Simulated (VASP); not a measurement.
Os, 2 atoms in the cell. Symmetry: Fd-3m, No. 227, cubic system. Conventional cell: a = 5.581 Å, b = 5.581 Å, c = 5.581 Å, α = 90.00°, β = 90.00°, γ = 90.00°. Within 3.2 Å of Os (site symmetry -43m) lie 4 Os at 2.42 Å. This isn't the form of Os at room conditions, which is hcp.

```yaml
Program: VASP 6.6.1
Task: single point
Functional: RPBE
Potentials_or_basis: VASP PAW PBE potentials, release 64 (Os_sv_GW)
Cutoff: 560 eV
k_mesh: 10 × 10 × 10
Occupations: fermi-dirac, width 0.1 eV
Spin: no spin polarisation
Dipole_correction: no
Further_INCAR_settings: ALGO = Normal; EDIFF = 1e-06; NBANDS = 23
```

Potentials or basis: VASP PAW PBE potentials, release 64 (Os_sv_GW).

Launch:

```sh
$ cat potpaw_PBE.64/Os_sv_GW/POTCAR > POTCAR
$ mpirun -np 1 vasp_std > vasp.out
```

Hardware: 1 thread of Intel(R) Xeon(R) 6975P-C (Granite Rapids) (shared host).

Question: Estimate the wall time of this run.

Answer: Run time: 34 s on 1 thread of Intel(R) Xeon(R) 6975P-C (Granite Rapids) (shared host), peak memory 0.19 GiB. Counts: scf iterations 12, k points 47.
